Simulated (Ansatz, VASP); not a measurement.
SnO2 in VASP and in Ansatz

```
Sn O
1.0
     1.61863   -2.80354    0.00000
     1.61863    0.93451    4.29183
    -4.85588   -2.80354    0.00000
Sn O
2 4
Cartesian
  1.6567 -1.0067 2.0580
  -1.6567 -0.8623 2.2339
  -1.6767 -2.7924 3.1692
  1.6767 -2.8147 3.1038
  -0.0581 -1.8579 1.1881
  -1.5605 -4.6837 1.1226
```

Change from the starting cell: mode 4 frozen in at -0.088 Å and mode 5 at -0.082 Å (largest displacements).

Alike in both runs: task single point; functional PBE; dispersion D3(BJ); k mesh 8 × 6 × 6; occupations gaussian, width 0.05 eV; no spin polarisation.

|  | VASP | Ansatz |
| --- | --- | --- |
| version | VASP 6.6.1 | Ansatz 0.2.0 |
| potentials or method | VASP PAW PBE potentials, release 64 (Sn_d, O), cutoff 520 eV | scalar-relativistic, plane waves, PAW |
| valence electrons in the cell | 52 | 52 |

VASP gave:

* gap on the k mesh at the Fermi level (eV): 1.46
* least direct gap on the mesh (eV): 1.46
* pressure (GPa): 0.5
* traceless stress, the component that is largest in VASP (GPa): -0.56
* rms of the force components (eV/Å): 0.321

**Question.** What did Ansatz give for the same quantities?

**Answer.** gap on the k mesh at the Fermi level (eV): 1.48; least direct gap on the mesh (eV): 1.48; pressure (GPa): -0.1; traceless stress, the component that is largest in VASP (GPa): -0.11; rms of the force components (eV/Å): 0.315.

Atom by atom the forces differ by 0.028 eV/Å (rms over components).
